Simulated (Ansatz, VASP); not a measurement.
## One calculation of Au, two programs

```
Au
1.0
     0.00000    3.06761    3.06761
     3.06761    0.00000    3.06761
     3.06761    3.06761    0.00000
Au
2
Cartesian
  0.7669 0.7669 0.7669
  5.3683 5.3683 5.3683
```

Alike in both runs: task single point; functional BLYP; k mesh 10 × 10 × 10; occupations fermi-dirac, width 0.1 eV; no spin polarisation.

```csv
,VASP,Ansatz
version,VASP 6.6.1,Ansatz 0.2.0
potentials or method,"VASP PAW PBE potentials, release 64 (Au), cutoff 520 eV","plane waves (420 eV) with PAW, scalar-relativistic"
valence electrons in the cell,22,38
```

|  | VASP | Ansatz | Ansatz less VASP |
| --- | --- | --- | --- |
| pressure (GPa) | 4.8 | 4.5 | -0.31 |

VASP's potentials were made for PBE, not for BLYP. VASP's potentials hold 22 valence electrons a cell and Ansatz's 38, so a difference there can come from the potentials and not from the codes.

Spin-orbit coupling is off throughout.
